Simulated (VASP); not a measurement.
A run of VASP 6.6.1:

INCAR

```
SYSTEM = Mg6F
PREC     = Accurate       ! precision mode
ENCUT    = 520            ! plane-wave cutoff, eV
EDIFF    = 1E-6           ! SCF threshold, eV
ISMEAR   = 0              ! smearing method
SIGMA    = 0.1            ! smearing width, eV
LREAL    = .False.        ! projectors in reciprocal space
LASPH    = .True.         ! aspherical terms in the spheres
NELM     = 80             ! most SCF steps
ALGO     = Normal         ! electronic algorithm
ISIF     = 2              ! what is computed and relaxed
LWAVE    = .False.        ! write WAVECAR
LCHARG   = .False.        ! write CHGCAR
LDIPOL   = .True.       
IDIPOL   = 3            
DIPOL    = 0.5 0.5 0.311
GGA      = PE             ! functional
NBANDS   = 18             ! bands
```

Contents of KPOINTS:

```
regular mesh
0
Gamma
  9 4 1
  0 0 0
```

Contents of POSCAR:

```
Mg6F
1.0
    3.2034417932      0.0000000000      0.0000000000
   -1.6017208966      7.8153198520      0.0000000000
    0.0000000000      0.0000000000     20.9851131634
Mg F
6 1
Direct
    0.8493879956      0.6987759913      0.1906113143
    0.5210014932      0.0420029864      0.2197581863
    0.1926149907      0.3852299814      0.2489050583
    0.3710660944      0.7414803149      0.3283003664
    0.0426232582      0.0834482649      0.3542380799
    0.7128162912      0.4251093731      0.3805132287
    0.7128162912      0.4251093731      0.4562812261
```

Potentials or basis: VASP PAW PBE potentials, release 64 (Mg, F).

Command:

```console
$ cat potpaw_PBE.64/Mg/POTCAR potpaw_PBE.64/F/POTCAR > POTCAR
$ mpirun -np 1 vasp_std > vasp.out
```

Hardware: 1 thread of Oxide Virtual Turin-like Processor, with other jobs on the host.

**Question.** Estimate the wall time of this run.

**Answer.** It took 4.1 min on 1 thread of Oxide Virtual Turin-like Processor, with other jobs on the host, peak memory 0.53 GiB. Counts: scf iterations 21, k points 19.
